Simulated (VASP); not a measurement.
# AgBr (Fm-3m) in VASP: a series of runs, part 2 of 2

VASP 6.6.1. The steps go on from the part before.

## Step 3: Relaxation of cell and atoms, r2SCAN

This run uses another cell than the first one, of 24.04 Å³/atom, 0.993 times its volume.

File POSCAR:

```
AgBr
1.0
    0.0000000000     -2.8860500000     -2.8860500000
    2.8860500000      0.0000000000     -2.8860500000
    2.8860500000     -2.8860500000      0.0000000000
Ag Br
1 1
Direct
    0.0000000000      0.0000000000      0.0000000000
    0.5000000000      0.5000000000      0.5000000000
```

File INCAR.step1:

```
SYSTEM = AgBr
ALGO = Normal ; EDIFF = 1E-5
EDIFFG = -0.005 ; ENCUT = 550
GGA = PE ; GGA_COMPAT = .False.
IBRION = 2 ; ISIF = 3
ISMEAR = 0 ; LASPH = .True.
LCHARG = .False. ; LREAL = .False.
LWAVE = .True. ; NELM = 120
NELMIN = 4 ; NSW = 100
PREC = Accurate ; SIGMA = 0.02
```

File INCAR.step2:

```
SYSTEM = AgBr
ALGO = Normal ; EDIFF = 1E-7
EDIFFG = -0.005 ; ENCUT = 550
GGA_COMPAT = .False. ; IBRION = 2
ISIF = 3 ; ISMEAR = 0
ISTART = 1 ; LASPH = .True.
LCHARG = .False. ; LMIXTAU = .True.
LREAL = .False. ; LWAVE = .False.
METAGGA = R2SCAN ; NELM = 120
NELMIN = 4 ; NSW = 100
PREC = Accurate ; SIGMA = 0.02
```

File KPOINTS:

```
k-points
0
Gamma
  8 8 8
  0 0 0
```

Potentials or basis: VASP PAW PBE potentials, release 64 (Ag, Br).

Launch:

```bash
$ cat potpaw_PBE.64/Ag/POTCAR potpaw_PBE.64/Br/POTCAR > POTCAR
$ cp INCAR.step1 INCAR
$ mpirun -np 1 vasp_std > vasp.out
$ cp INCAR.step2 INCAR
$ mpirun -np 1 vasp_std > vasp.out
```

OUTCAR:

```text
SYSTEM = AgBr
   EDIFF = 1E-7
   EDIFFG = -0.005
   ENCUT = 550
   IBRION = 2
   ISIF = 3
   ISMEAR = 0
   ISTART = 1
   LASPH = .True.
   LREAL = .False.
   METAGGA = R2SCAN
   NELM = 120
   NELMIN = 4
   NSW = 100
   PREC = Accurate

 ion  position               nearest neighbor table
   1  0.000  0.000  0.000-   2 2.89   2 2.89   2 2.89   2 2.89   2 2.89   2 2.89
   2  0.500  0.500  0.500-   1 2.89   1 2.89   1 2.89   1 2.89   1 2.89   1 2.89

  LATTYP: Found a face centered cubic cell.
 ALAT       =     5.7721000000

  Lattice vectors:

 A1 = (   0.0000000000,  -2.8860500000,  -2.8860500000)
 A2 = (   2.8860500000,   0.0000000000,  -2.8860500000)
 A3 = (   2.8860500000,  -2.8860500000,   0.0000000000)

Analysis of symmetry for initial positions (statically):
=====================================================================
 Subroutine PRICEL returns:
 Original cell was already a primitive cell.

 Routine SETGRP: Setting up the symmetry group for a
 face centered cubic supercell.

 Subroutine GETGRP returns: Found 48 space group operations
 (whereof 48 operations were pure point group operations)
 out of a pool of 48 trial point group operations.

The static configuration has the point symmetry O_h .

Analysis of symmetry for dynamics (positions and initial velocities):
=====================================================================
 Subroutine PRICEL returns:
 Original cell was already a primitive cell.

 Routine SETGRP: Setting up the symmetry group for a
 face centered cubic supercell.

 Subroutine GETGRP returns: Found 48 space group operations
 (whereof 48 operations were pure point group operations)
 out of a pool of 48 trial point group operations.

The dynamic configuration has the point symmetry O_h .

 Subroutine INISYM returns: Found 48 space group operations
 (whereof 48 operations are pure point group operations),
 and found     1 'primitive' translations

[... 173 lines left out ...]
  free  energy   TOTEN  =       -35.5140521259 eV

  energy  without entropy=      -35.5140521259  energy(sigma->0) =      -35.51405213

--------------------------------------- Ionic step        2  -------------------------------------------

 number of electron      17.9999999 magnetization

 Free energy of the ion-electron system (eV)
  ---------------------------------------------------
  ext. energy  EPLUGINS =         0.00000000
  ---------------------------------------------------
  free energy    TOTEN  =       -35.51425642 eV

  energy without entropy =      -35.51425642  energy(sigma->0) =      -35.51425642

 E-fermi :   3.2141     XC(G=0): -10.2514

 val. band max:        3.0488931966   @ k =   0.5000   0.0000   0.0000
 cond. band min:       4.2946242132   @ k =   0.0000   0.0000   0.0000
 fundamental gap:      1.2457310166
 Fermi energy:         3.2141031016

 k-point     1 :       0.0000    0.0000    0.0000
  band No.  band energies     occupation
      1     -12.4131      2.00000
      2       0.3633      2.00000
      3       0.3633      2.00000
      4       0.3633      2.00000
      5       0.3708      2.00000
      6       0.3708      2.00000
      7       1.1007      2.00000
      8       1.1007      2.00000
      9       1.1007      2.00000
     10       4.2946      0.00000
     11      13.4709      0.00000
     12      13.4709      0.00000
     13      13.4709      0.00000
[... 354 lines left out ...]
  band No.  band energies     occupation
      1     -11.9577      2.00000
      2      -1.6813      2.00000
      3      -0.9706      2.00000
      4      -0.9466      2.00000
      5       0.6041      2.00000
      6       0.6548      2.00000
      7       0.9352      2.00000
      8       1.9115      2.00000
      9       2.4814      2.00000
     10       8.0610      0.00000
     11       8.8414      0.00000
     12      11.4874      0.00000
     13      11.5113      0.00000

 [... further k-points ...]

------------------------ aborting loop because EDIFF is reached ----------------------------------------

  FORCE on cell =-STRESS in cart. coord.  units (eV):
  Direction    XX          YY          ZZ          XY          YZ          ZX
  --------------------------------------------------------------------------------------
  -------------------------------------------------------------------------------------
  Total       -0.0006871     -0.0006871     -0.0006871      0.0000000     -0.0000000      0.0000000
  in kB       -0.0227709     -0.0227709     -0.0227709      0.0000000     -0.0000000      0.0000000
  external PRESSURE =      -0.0227709 kB  Pullay stress =       0.0000000 kB

 VOLUME and BASIS-vectors are now :
 -----------------------------------------------------------------------------
  energy-cutoff  :      550.00
  volume of cell :       48.34
      direct lattice vectors                 reciprocal lattice vectors
    -0.000000000 -2.891364761 -2.891364761    -0.172928718 -0.172928718 -0.172928718
     2.891364761 -0.000000000 -2.891364761     0.172928718  0.172928718 -0.172928718
     2.891364761 -2.891364761 -0.000000000     0.172928718 -0.172928718  0.172928718

 POSITION                                       TOTAL-FORCE (eV/Angst)
 -----------------------------------------------------------------------------------
      2.89136     -2.89136     -5.78273         0.000000      0.000000      0.000000
      2.89136     -2.89136     -2.89136        -0.000000     -0.000000     -0.000000
 -----------------------------------------------------------------------------------
    total drift:                               -0.000000      0.000000      0.000000

  FREE ENERGIE OF THE ION-ELECTRON SYSTEM (eV)
  ---------------------------------------------------
  free  energy   TOTEN  =       -35.5142564209 eV

  energy  without entropy=      -35.5142564209  energy(sigma->0) =      -35.51425642

 reached required accuracy - stopping structural energy minimisation
```

It took 3.1 min on 1 thread of Intel Xeon Platinum 8259CL at 2.50GHz (Skylake/Cascade Lake), shared host; peak memory 0.21 GiB.

What came out:

```
Free energy                            : -35.5143 eV
Relaxed volume                         : 24.17 Å³/atom
Relaxed cell                           : a = 4.089 Å, b = 4.089 Å, c = 4.089 Å, α = 60.00°, β = 60.00°, γ = 60.00°
Space group after relaxing (to 0.05 Å) : Fm-3m (No. 225)
Energy gained by relaxing              : 0.1 meV/atom
Ionic steps                            : 2
Pressure after relaxing                : 0.0 GPa
Band gap on the k mesh                 : 1.25 eV, indirect (least direct gap 3.19 eV)
```

The path:
```csv
step,energy change (eV),largest force (eV/Å),pressure (GPa),volume (Å³)
1,0.0000,0.0000,0.25,48.08
2,-0.0002,0.0000,0.00,48.34
```

Final structure:
```
Ag Br
1.0
     0.00000   -2.89136   -2.89136
     2.89136    0.00000   -2.89136
     2.89136   -2.89136    0.00000
Ag Br
1 1
Direct
  0.00000 0.00000 0.00000
  0.50000 0.50000 0.50000
```

Caveat: the PAW data sets were made with another functional, which shifts forces and pressure a little.
